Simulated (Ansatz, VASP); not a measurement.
Given: the input of a run of VASP 6.6.1 on Bi.

File INCAR:

```
PREC     = Accurate       # precision mode
ENCUT    = 600            # plane-wave cutoff, eV
EDIFF    = 1E-6           # SCF threshold, eV
ISMEAR   = -1             # smearing method
SIGMA    = 0.05           # smearing width, eV
LREAL    = False          # projectors in reciprocal space
LASPH    = True           # aspherical terms in the spheres
NELM     = 80             # most SCF steps
ALGO     = Normal         # electronic algorithm
ISIF     = 3              # what is computed and relaxed
LWAVE    = False          # write WAVECAR
LCHARG   = False          # write CHGCAR
GGA      = PS             # functional
IBRION   = 2              # ionic algorithm
NSW      = 60             # ionic steps
EDIFFG   = -0.01          # ionic threshold
```

File KPOINTS:

```
regular mesh
0
Gamma
  7 7 7
```

Contents of POSCAR:

```
Bi
1.0
    2.2675000000      1.3091417354      3.9380000000
   -2.2675000000      1.3091417354      3.9380000000
    0.0000000000     -2.6182834708      3.9380000000
Bi
2
Direct
    0.7660000000      0.7660000000      0.7660000000
    0.2340000000      0.2340000000      0.2340000000
```

Potentials or basis: VASP PAW PBE potentials, release 64 (Bi_d).

The run is started by

```sh
$ cat potpaw_PBE.64/Bi_d/POTCAR > POTCAR
$ mpirun -np 1 vasp_std > vasp.out
```

Problem. Set up the same calculation for Ansatz 0.2.0. Potentials there: Ansatz PAW.

Solution. As run (the cutoff follows the program's own potentials):

Contents of input.yaml:

```yaml
crystal:
  lattice:
    - [2.2675, 1.3091417354, 3.938]
    - [-2.2675, 1.3091417354, 3.938]
    - [0.0, -2.6182834708, 3.938]
  atoms:
    - { symbol: Bi, position: [0.766, 0.766, 0.766] }
    - { symbol: Bi, position: [0.234, 0.234, 0.234] }
hamiltonian:
  xc: pbesol
  pseudopotentials: { kind: paw }
kpoints:
  mp_grid: { grid: [7, 7, 7] }
scf:
  occupations: { method: fermi_dirac, width: 0.05 }
output:
  forces: true
  stress: true
  eigenvalues: true
relax:
  f_tol: 0.01
  max_steps: 40
  cell: { stress_tol: 0.05 }
```

Potentials or basis: Ansatz PAW.

Run with:

```sh
$ ansatz run input.yaml --threads 2 --pin off --max-ram 5632MiB --backend cpu --events-out ev --progress --plain --runs-dir out
```

Both were run:

|  | VASP | Ansatz | Ansatz less VASP |
| --- | --- | --- | --- |
| gap on the k mesh at the Fermi level, each at its own relaxed structure (eV) | 0.24 | 0.24 | +0.003 |
| relaxed volume (Å³/atom) | 34.29 | 34.32 | +0.031 |
| relaxed cell length with the largest relative difference (Å) | 4.658 | 4.658 | +0.0002 |

VASP's potentials were made for PBE, not for PBEsol.

Spin-orbit coupling is off throughout. Noted on Ansatz's run: odd divisions of the mesh miss points on the zone boundary, where band edges often lie, so the gap on the mesh can be too wide; the plane-wave basis is chosen anew once the cell has moved, so the energies of steps on either side of that aren't comparable.
